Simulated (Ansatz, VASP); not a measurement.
## One calculation of GaAg3S2, two programs

```
Ga Ag S
1.0
     4.16233    0.00000    0.00000
    -2.08117    3.60468    0.00000
     0.00000    0.00000    8.33654
Ga Ag S
1 3 2
Direct
  0.00000 0.00000 0.00000
  0.00000 0.00000 0.50000
  0.33333 0.66667 0.00000
  0.33333 0.66667 0.50000
  0.66667 0.33333 0.23765
  0.66667 0.33333 0.76235
```

Change from the starting cell: species swapped into the Ce2CoSi3 type (P-6m2, No. 187).

Alike in both runs: task single point; functional PBE; k mesh 6 × 6 × 2; occupations gaussian, width 0.1 eV; no spin polarisation.

|  | VASP | Ansatz |
| --- | --- | --- |
| version | VASP 6.6.1 | Ansatz 0.2.0 |
| potentials or method | VASP PAW PBE potentials, release 64 (Ga_d, Ag, S), cutoff 520 eV | scalar-relativistic, plane waves, PAW |
| valence electrons in the cell | 58 | 82 |

```tsv
	VASP	Ansatz	Ansatz less VASP
gap on the k mesh at the Fermi level (eV)	none	none	-
pressure (GPa)	5.6	5.7	+0.07
traceless stress, the component that is largest in VASP (GPa)	-15.44	-15.44	-0.007
rms of the force components (eV/Å)	0.116	0.115	-0.0007
```

Atom by atom the forces differ by 0.001 eV/Å (rms over components). A gap of «none» marks a metal or a gap that the smearing closes. VASP's potentials hold 58 valence electrons a cell and Ansatz's 82, so a difference there can come from the potentials and not from the codes.

The k mesh is coarse, so the values compare programs but aren't converged.
